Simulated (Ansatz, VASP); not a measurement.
Bi3F in VASP and in Ansatz

```
Bi F
1.0
     3.76518    0.00000    0.00000
     0.00000    3.76518    0.00000
     0.00000    0.00000    7.27112
Bi F
3 1
Direct
  0.50000 0.50000 0.23654
  0.50000 0.50000 0.76346
  0.00000 0.00000 0.50000
  0.00000 0.00000 0.00000
```

Change from the starting cell: species swapped into the HgPb3 type (P4/mmm, No. 123).

Alike in both runs: task relaxation of cell and atoms; functional PBE; k mesh 4 × 4 × 4; occupations gaussian, width 0.1 eV; no spin polarisation.

|  | VASP | Ansatz |
| --- | --- | --- |
| version | VASP 6.6.1 | Ansatz 0.2.0 |
| potentials or method | VASP PAW PBE potentials, release 64 (Bi_d, F), cutoff 600 eV | scalar-relativistic, plane waves, PAW |
| valence electrons in the cell | 52 | 52 |

|  | VASP | Ansatz | Ansatz less VASP |
| --- | --- | --- | --- |
| gap on the k mesh at the Fermi level, each at its own relaxed structure (eV) | none | none | - |
| relaxed volume (Å³/atom) | 26.24 | 25.78 | -0.453 |
| relaxed cell length with the largest relative difference (Å) | 6.744 | 7.429 | +0.6851 |

A gap of «none» marks a metal or a gap that the smearing closes. One of these differences is far larger than is usual between the two programs; its cause wasn't traced.

The k mesh is coarse, so the values compare programs but aren't converged. Spin-orbit coupling is off throughout.
